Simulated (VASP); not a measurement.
# TlCl (Pm-3m) in VASP: further runs

TlCl is run at these levels: PBEsol; tasks: elastic constants.

Everything below comes from runs of VASP 6.6.1. Logs are shortened: lines on timing, memory, paths and dates and some standing lists are left out, and cuts for length are marked.

### 1 The cell of the first run

Symmetry: Pm-3m, No. 221, cubic system. Conventional cell: a = 3.460 Å, b = 3.460 Å, c = 3.460 Å, α = 90.00°, β = 90.00°, γ = 90.00°. Within 3.9 Å of Tl (site symmetry m-3m) lie 8 Cl at 3.00 Å and 6 Tl at 3.46 Å. Cl (site symmetry m-3m) has 8 Tl at 3.00 Å and 6 Cl at 3.46 Å within 3.9 Å.

### 2 Elastic constants, PBEsol

The input, INCAR:

```
ALGO = Normal
EDIFF = 1E-8
ENCUT = 500
GGA = PS
GGA_COMPAT = False
IBRION = 6
ISIF = 3
ISMEAR = 0
LASPH = True
LCHARG = True
LREAL = False
LWAVE = False
NBANDS = 17
NELM = 120
NFREE = 2
NSW = 1
POTIM = 0.015
PREC = Accurate
SIGMA = 0.01
```

The input, KPOINTS:

```
k-points
0
Gamma
  6 6 6
```

The input, POSCAR:

```
TlCl
1.0
    3.4600733413      0.0000000000      0.0000000000
    0.0000000000      3.4600733413      0.0000000000
    0.0000000000      0.0000000000      3.4600733413
Tl Cl
1 1
Direct
    0.0000000000      0.0000000000      0.0000000000
    0.5000000000      0.5000000000      0.5000000000
```

Potentials or basis: VASP PAW PBE potentials, release 64 (Tl_d, Cl).

On the command line:

```console
$ cat potpaw_PBE.64/Tl_d/POTCAR potpaw_PBE.64/Cl/POTCAR > POTCAR
$ mpirun -np 1 vasp_std > vasp.out
```

OUTCAR:

```text
EDIFF = 1E-8
   ENCUT = 500
   GGA = PS
   IBRION = 6
   ISIF = 3
   ISMEAR = 0
   LASPH = True
   LREAL = False
   NELM = 120
   NFREE = 2
   NSW = 1
   POTIM = 0.015
   PREC = Accurate

 ion  position               nearest neighbor table
   1  0.000  0.000  0.000-   2 3.00   2 3.00   2 3.00   2 3.00   2 3.00   2 3.00   2 3.00   2 3.00

   2  0.500  0.500  0.500-   1 3.00   1 3.00   1 3.00   1 3.00   1 3.00   1 3.00   1 3.00   1 3.00

  LATTYP: Found a simple cubic cell.
 ALAT       =     3.4600733413

  Lattice vectors:

 A1 = (   3.4600733413,   0.0000000000,   0.0000000000)
 A2 = (   0.0000000000,   3.4600733413,   0.0000000000)
 A3 = (   0.0000000000,   0.0000000000,   3.4600733413)

Analysis of symmetry for initial positions (statically):
=====================================================================
 Subroutine PRICEL returns:
 Original cell was already a primitive cell.

 Routine SETGRP: Setting up the symmetry group for a
 simple cubic supercell.

 Subroutine GETGRP returns: Found 48 space group operations
 (whereof 48 operations were pure point group operations)
 out of a pool of 48 trial point group operations.

The static configuration has the point symmetry O_h .

Analysis of symmetry for dynamics (positions and initial velocities):
=====================================================================
 Subroutine PRICEL returns:
 Original cell was already a primitive cell.

 Routine SETGRP: Setting up the symmetry group for a
 simple cubic supercell.

 Subroutine GETGRP returns: Found 48 space group operations
 (whereof 48 operations were pure point group operations)
 out of a pool of 48 trial point group operations.

The dynamic configuration has the point symmetry O_h .

[... 342 lines left out ...]
 k-point     1 :       0.0000    0.0000    0.0000
  band No.  band energies     occupation
      1      -9.4578      2.00000
      2      -4.2520      2.00000
      3      -4.2519      2.00000
      4      -3.6696      2.00000
      5      -3.6696      2.00000
      6      -3.6696      2.00000
[... 457 lines left out ...]
      4      -3.7803      2.00000
      5      -3.7380      2.00000
      6      -3.7095      2.00000
[... 9 lines left out ...]
     16      19.4515      0.00000
     17      19.9887      0.00000

 [... further k-points ...]

------------------------ aborting loop because EDIFF is reached ----------------------------------------

  FORCE on cell =-STRESS in cart. coord.  units (eV):
  Direction    XX          YY          ZZ          XY          YZ          ZX
  --------------------------------------------------------------------------------------
  -------------------------------------------------------------------------------------
  Total        3.8510662      3.8520527      3.8520527     -0.0000000      0.0000000      0.0000000
  in kB      148.9483345    148.9864897    148.9864897     -0.0000000      0.0000000      0.0000000
  external PRESSURE =     148.9737713 kB  Pullay stress =       0.0000000 kB
[... 17 lines left out ...]
  FREE ENERGIE OF THE ION-ELECTRON SYSTEM (eV)
  ---------------------------------------------------
  free  energy   TOTEN  =        -6.0298490707 eV

  energy  without entropy=       -6.0298490707  energy(sigma->0) =       -6.02984907

 INTERNAL STRAIN TENSORS FROM STRAINED CELLS
 ============================================

 INTERNAL STRAIN TENSOR FOR ION    1 for displacements in x,y,z  (eV/Angst):
          X           Y           Z          XY          YZ          ZX
  --------------------------------------------------------------------------------
  x     0.00000     0.00000     0.00000     0.00000     0.00000     0.00000
  y     0.00000     0.00000     0.00000     0.00000     0.00000     0.00000
  z     0.00000     0.00000     0.00000     0.00000     0.00000     0.00000

 INTERNAL STRAIN TENSORS FROM DISPLACED ATOMS
 ============================================

 INTERNAL STRAIN TENSOR FOR ION    1 for displacements in x,y,z  (eV/Angst):
          X           Y           Z          XY          YZ          ZX
  --------------------------------------------------------------------------------
  x     0.00000     0.00000     0.00000     0.00000     0.00000     0.00000
  y     0.00000     0.00000     0.00000     0.00000     0.00000     0.00000
  z     0.00000     0.00000     0.00000     0.00000     0.00000     0.00000

 INTERNAL STRAIN TENSOR FOR ION    2 for displacements in x,y,z  (eV/Angst):
          X           Y           Z          XY          YZ          ZX
  --------------------------------------------------------------------------------
  x     0.00000     0.00000     0.00000     0.00000     0.00000     0.00000
  y     0.00000     0.00000     0.00000     0.00000     0.00000     0.00000
  z     0.00000     0.00000     0.00000     0.00000     0.00000     0.00000

 Eigenvectors and eigenvalues of the dynamical matrix
 ----------------------------------------------------

   1 f  =    4.295857 THz    26.991667 2PiTHz  143.294372 cm-1    17.766230 meV
             X         Y         Z           dx          dy          dz
      0.000000  0.000000  0.000000     0.385202   -0.000000    0.000000
      1.730037  1.730037  1.730037    -0.922832    0.000000    0.000000
[... 21 lines left out ...]
   6 f/i=    0.003368 THz     0.021165 2PiTHz    0.112360 cm-1     0.013931 meV
             X         Y         Z           dx          dy          dz
      0.000000  0.000000  0.000000    -0.838306   -0.385826    0.000000
      1.730037  1.730037  1.730037    -0.349920   -0.161049    0.000000

--------------------------------------------------------------------------------------------------------

 ELASTIC MODULI CONTR FROM IONIC RELAXATION (kBar)
 Direction    XX          YY          ZZ          XY          YZ          ZX
 --------------------------------------------------------------------------------
 XX           0.0000      0.0000      0.0000      0.0000      0.0000      0.0000
 YY           0.0000      0.0000      0.0000      0.0000      0.0000      0.0000
 ZZ           0.0000      0.0000      0.0000      0.0000      0.0000      0.0000
 XY           0.0000      0.0000      0.0000      0.0000      0.0000      0.0000
 YZ           0.0000      0.0000      0.0000      0.0000      0.0000      0.0000
 ZX           0.0000      0.0000      0.0000      0.0000      0.0000      0.0000
 --------------------------------------------------------------------------------

 TOTAL ELASTIC MODULI (kBar)
 Direction    XX          YY          ZZ          XY          YZ          ZX
 --------------------------------------------------------------------------------
 XX         984.7520    729.5948    729.5948      0.0000      0.0000     -0.0000
 YY         729.5948    984.7520    729.5948     -0.0000     -0.0000     -0.0000
 ZZ         729.5948    729.5948    984.7520      0.0000     -0.0000      0.0000
 XY           0.0000     -0.0000      0.0000    469.1144      0.0000      0.0000
 YZ           0.0000     -0.0000     -0.0000      0.0000    469.1144      0.0000
 ZX          -0.0000     -0.0000      0.0000      0.0000      0.0000    469.1144
 --------------------------------------------------------------------------------
```

OSZICAR:

```text
N       E                     dE             d eps       ncg     rms          rms(c)
DAV:   1     0.968099365868E+02    0.96810E+02   -0.10315E+04   720   0.105E+03
DAV:   2    -0.331713619003E+01   -0.10013E+03   -0.96446E+02   866   0.237E+02
DAV:   3    -0.619738550227E+01   -0.28802E+01   -0.28761E+01   812   0.365E+01
[... 200 lines left out ...]
DAV:   5    -0.602984933860E+01   -0.30690E-05   -0.41177E-05  1443   0.346E-02    0.127E-02
DAV:   6    -0.602984949251E+01   -0.15392E-06   -0.45734E-06  1562   0.126E-02    0.704E-03
DAV:   7    -0.602984907448E+01    0.41804E-06   -0.99980E-07  1523   0.622E-03    0.882E-04
DAV:   8    -0.602984907185E+01    0.26228E-08   -0.21537E-07  1590   0.250E-03    0.318E-04
DAV:   9    -0.602984907066E+01    0.11928E-08   -0.51840E-09   855   0.422E-04
  17 F= -.60298491E+01 E0= -.60298491E+01  d E =-.504012E-12
```

stdout:

```text
POSCAR found type information on POSCAR TlCl
 POSCAR found :  2 types and       2 ions
 scaLAPACK will be used
 -----------------------------------------------------------------------------
|                                                                             |
|                                                                             |
|     You enforced a specific xc type in the INCAR file but a different       |
|     I HOPE YOU KNOW WHAT YOU ARE DOING!                                     |
|                                                                             |
[... 33 lines left out ...]
 Finite differences progress:
 bond charge predicted
 Finite differences progress:
 bond charge predicted
 Finite differences progress:
 bond charge predicted
 Finite differences progress:
 bond charge predicted
 Finite differences progress:
 bond charge predicted
 Finite differences progress:
```

Run time: 2.9 min. Hardware: 1 thread of Intel Xeon 6975P-C (Granite Rapids), shared host; peak memory 0.25 GiB.

Results:

* Elastic constants C11, C12, C44: 98, 73, 47 GPa
* Voigt bulk modulus: 81 GPa
* Highest phonon frequency at Γ, LO-TO splitting left out: 143 cm⁻¹

Phonon frequencies in cm⁻¹ (negative: imaginary):
| q point | frequencies |
| --- | --- |
| (0.000, 0.000, 0.000) | 0 0 0 143 143 143 |

Elastic tensor in Voigt notation (GPa, in the Cartesian axes of the cell as first typed):
```
98 73 73  0  0  0
73 98 73  0  0  0
73 73 98  0  0  0
 0  0  0 47  0  0
 0  0  0  0 47  0
 0  0  0  0  0 47
```

Clamped-ion elastic tensor (GPa):
```
98 73 73  0  0  0
73 98 73  0  0  0
73 73 98  0  0  0
 0  0  0 47  0  0
 0  0  0  0 47  0
 0  0  0  0  0 47
```

Caveat: the cell is under stress, which shifts elastic constants; the PAW data sets were made with another functional, which shifts forces and pressure a little; spin-orbit coupling is left out, which moves the levels of the heavy elements.

### 3 Elastic constants, PBEsol

This run uses another cell than the first one, of 21.95 Å³/atom.

The input, INCAR:

```
SYSTEM = TlCl
  PREC = Accurate
  ENCUT = 500
  EDIFF = 1E-8
  ISMEAR = 0
  SIGMA = 0.01
  LREAL = .FALSE.
  LASPH = .TRUE.
  NELM = 120
  ALGO = Normal
  ISIF = 3
  LWAVE = .FALSE.
  LCHARG = .FALSE.
  GGA = PS
  NBANDS = 17
  IBRION = 6
  NFREE = 2
  POTIM = 0.015
  NSW = 1
  GGA_COMPAT = .FALSE.
```

The input, KPOINTS:

```
regular mesh
0
G
  6 6 6
  0 0 0
```

The input, POSCAR:

```
TlCl
1.0
    3.5278238638      0.0000000000      0.0000000000
    0.0000000000      3.5278238638      0.0000000000
    0.0000000000      0.0000000000      3.5278238638
Tl Cl
1 1
Direct
    0.0000000000      0.0000000000      0.0000000000
    0.5000000000      0.5000000000      0.5000000000
```

Potentials or basis: VASP PAW PBE potentials, release 64 (Tl_d, Cl).

On the command line:

```console
$ cat potpaw_PBE.64/Tl_d/POTCAR potpaw_PBE.64/Cl/POTCAR > POTCAR
$ mpirun -np 1 vasp_std > vasp.out
```

Run time: 2.9 min. Hardware: 1 thread of Intel Xeon 6975P-C (Granite Rapids), shared host; peak memory 0.24 GiB.

It converged, with:

```
Elastic constants C11, C12, C44                         : 83, 57, 36 GPa
Voigt bulk modulus                                      : 66 GPa
Highest phonon frequency at Γ, LO-TO splitting left out : 124 cm⁻¹
```

Phonon frequencies in cm⁻¹ (negative: imaginary):
| q point | frequencies |
| --- | --- |
| (0.000, 0.000, 0.000) | 0 0 0 124 124 124 |

Elastic tensor in Voigt notation (GPa, in the Cartesian axes of the cell as first typed):
```
83 57 57  0  0  0
57 83 57  0  0  0
57 57 83  0  0  0
 0  0  0 36  0  0
 0  0  0  0 36  0
 0  0  0  0  0 36
```

Clamped-ion elastic tensor (GPa):
```
83 57 57  0  0  0
57 83 57  0  0  0
57 57 83  0  0  0
 0  0  0 36  0  0
 0  0  0  0 36  0
 0  0  0  0  0 36
```

Caveat: the cell is under stress, which shifts elastic constants; the PAW data sets were made with another functional, which shifts forces and pressure a little; spin-orbit coupling is left out, which moves the levels of the heavy elements.

### 4 Elastic constants, PBEsol

This run uses another cell than the first one, of 22.92 Å³/atom.

The input, INCAR:

```
PREC     = Accurate       # precision mode
ENCUT    = 500            # plane-wave cutoff, eV
EDIFF    = 1E-8           # SCF threshold, eV
ISMEAR   = 0              # smearing method
SIGMA    = 0.01           # smearing width, eV
LREAL    = False          # projectors in reciprocal space
LASPH    = True           # aspherical terms in the spheres
NELM     = 120            # most SCF steps
ALGO     = Normal         # electronic algorithm
ISIF     = 3              # what is computed and relaxed
LWAVE    = False          # write WAVECAR
LCHARG   = False          # write CHGCAR
GGA      = PS             # functional
IBRION   = 6              # ionic algorithm
NFREE    = 2            
POTIM    = 0.015          # step
NSW      = 1              # ionic steps
GGA_COMPAT= False
```

The input, KPOINTS:

```
Automatic mesh
0
Gamma
  6 6 6
```

The input, POSCAR:

```
TlCl
1.0
    3.5791043866      0.0000000000      0.0000000000
    0.0000000000      3.5791043866      0.0000000000
    0.0000000000      0.0000000000      3.5791043866
Tl Cl
1 1
Direct
    0.0000000000      0.0000000000      0.0000000000
    0.5000000000      0.5000000000      0.5000000000
```

On the command line:

```console
$ cat potpaw_PBE.64/Tl_d/POTCAR potpaw_PBE.64/Cl/POTCAR > POTCAR
$ mpirun -np 1 vasp_std > vasp.out
```

Wall time 2.4 min (1 thread of Intel Xeon 6975P-C (Granite Rapids), shared host); peak memory 0.23 GiB.

Results (log left out):

```
Elastic constants C11, C12, C44                         : 74, 47, 29 GPa
Voigt bulk modulus                                      : 56 GPa
Highest phonon frequency at Γ, LO-TO splitting left out : 109 cm⁻¹
```

Phonon frequencies in cm⁻¹ (negative: imaginary):
```
              q point        frequencies
(0.000, 0.000, 0.000)  0 0 0 109 109 109
```

Elastic tensor in Voigt notation (GPa, in the Cartesian axes of the cell as first typed):
```
74 47 47  0  0  0
47 74 47  0  0  0
47 47 74  0  0  0
 0  0  0 29  0  0
 0  0  0  0 29  0
 0  0  0  0  0 29
```

Clamped-ion elastic tensor (GPa):
```
74 47 47  0  0  0
47 74 47  0  0  0
47 47 74  0  0  0
 0  0  0 29  0  0
 0  0  0  0 29  0
 0  0  0  0  0 29
```

Caveat: the cell is under stress, which shifts elastic constants; the PAW data sets were made with another functional, which shifts forces and pressure a little; spin-orbit coupling is left out, which moves the levels of the heavy elements.
